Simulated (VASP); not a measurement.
A run of VASP 6.6.1:

File POSCAR:

```
BN
1.0
    0.0000000000      1.8048245542      1.8048245542
    1.8048245542      0.0000000000      1.8048245542
    1.8048245542      1.8048245542      0.0000000000
B N
1 1
Direct
    0.0000000000      0.0000000000      0.0000000000
    0.2500000000      0.2500000000      0.2500000000
```

File INCAR.step1:

```
SYSTEM = BN
PREC = Accurate ; ENCUT = 500
EDIFF = 1E-8 ; ISMEAR = 0
SIGMA = 0.01 ; LREAL = .False.
LASPH = .True. ; NELM = 80
ALGO = Normal ; LWAVE = .True.
LCHARG = .False. ; GGA = PE
```

File INCAR.step2:

```
SYSTEM = BN
PREC = Accurate ; ENCUT = 500
EDIFF = 1E-8 ; ISMEAR = 0
SIGMA = 0.01 ; LREAL = .False.
LASPH = .True. ; NELM = 1
ALGO = Exact ; LWAVE = .True.
LCHARG = .False. ; GGA = PE
NBANDS = 34 ; LOPTICS = .True.
ISTART = 1
```

The input INCAR.step3:

```
SYSTEM = BN
PREC = Accurate ; ENCUT = 500
EDIFF = 1E-8 ; ISMEAR = 0
SIGMA = 0.01 ; LREAL = .False.
LASPH = .True. ; ALGO = EVGW0
LWAVE = .False. ; LCHARG = .False.
GGA = PE ; NELMGW = 1
NBANDS = 34 ; ENCUTGW = 80.0
NOMEGA = 48 ; PRECFOCK = Fast
ISTART = 1 ; NBANDSGW = 12
```

The input KPOINTS:

```
Automatic mesh
0
Gamma
  6 6 6
  0 0 0
```

Potentials or basis: VASP PAW PBE potentials, release 64 (B_GW, N_GW).

The run is started by

```bash
$ cat potpaw_PBE.64/B_GW/POTCAR potpaw_PBE.64/N_GW/POTCAR > POTCAR
$ cp INCAR.step1 INCAR
$ mpirun -np 1 vasp_std > vasp.out
$ cp INCAR.step2 INCAR
$ mpirun -np 1 vasp_std > vasp.out
$ cp INCAR.step3 INCAR
$ mpirun -np 1 vasp_std > vasp.out
```

Hardware: 1 thread of AMD EPYC 9R45 96-Core Processor (Zen 5) (shared host).

**Question.** Estimate the wall time of this run.

**Answer.** Wall time 42 s on 1 thread of AMD EPYC 9R45 96-Core Processor (Zen 5), on a shared host, peak memory 0.15 GiB. Counts: k points 16.
